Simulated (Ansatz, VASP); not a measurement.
**KCl in VASP and in Ansatz**

File INCAR:

```
ALGO = Normal
EDIFF = 1E-7
ENCUT = 520
ISIF = 2
ISMEAR = 0
LASPH = T
LCHARG = T
LELF = T
LREAL = F
LVHAR = T
LWAVE = F
NBANDS = 15
NELM = 80
PREC = Accurate
SIGMA = 0.05
```

File KPOINTS:

```
k-points
0
Gamma
  6 6 6
```

The input POSCAR:

```
KCl
1.0
    3.7432161000      0.0000000000      0.0000000000
    0.0000000000      3.7432161000      0.0000000000
    0.0000000000      0.0000000000      3.8391960000
K Cl
1 1
Direct
    0.0000000000      0.0000000000      0.0000000000
    0.5000000000      0.5000000000      0.5000000000
```

Input for Ansatz:

```yaml
crystal:
  lattice:
    - [3.7432161, 0.0, 0.0]
    - [0.0, 3.7432161, 0.0]
    - [0.0, 0.0, 3.839196]
  atoms:
    - { symbol: K, position: [0.0, 0.0, 0.0] }
    - { symbol: Cl, position: [0.5, 0.5, 0.5] }
basis:
  ecutwfc: 420
kpoints:
  mp_grid: { grid: [6, 6, 6] }
hamiltonian:
  xc: lda
scf:
  occupations: { method: gaussian, width: 0.05 }
output:
  forces: true
  stress: true
  eigenvalues: true
```

Change from the starting cell: strain -0.025 along x and y, +0.000 along z, atoms carried along.

Alike in both runs: task single point; functional LDA; k mesh 6 × 6 × 6; occupations gaussian, width 0.05 eV; no spin polarisation.

|  | VASP | Ansatz |
| --- | --- | --- |
| version | VASP 6.6.1 | Ansatz 0.2.0 |
| potentials or method | VASP PAW LDA potentials, release 64 (K_sv, Cl), cutoff 520 eV | scalar-relativistic, plane waves, PAW |
| valence electrons in the cell | 16 | 16 |

```tsv
	VASP	Ansatz	Ansatz less VASP
gap on the k mesh at the Fermi level (eV)	4.53	4.52	-0.006
least direct gap on the mesh (eV)	4.75	4.74	-0.007
pressure (GPa)	-2.4	-2.5	-0.04
traceless stress, the component that is largest in VASP (GPa)	-0.75	-0.75	-0.001
```

LDA's correlation is that of Perdew and Zunger in VASP and of Perdew and Wang (1992) in Ansatz.
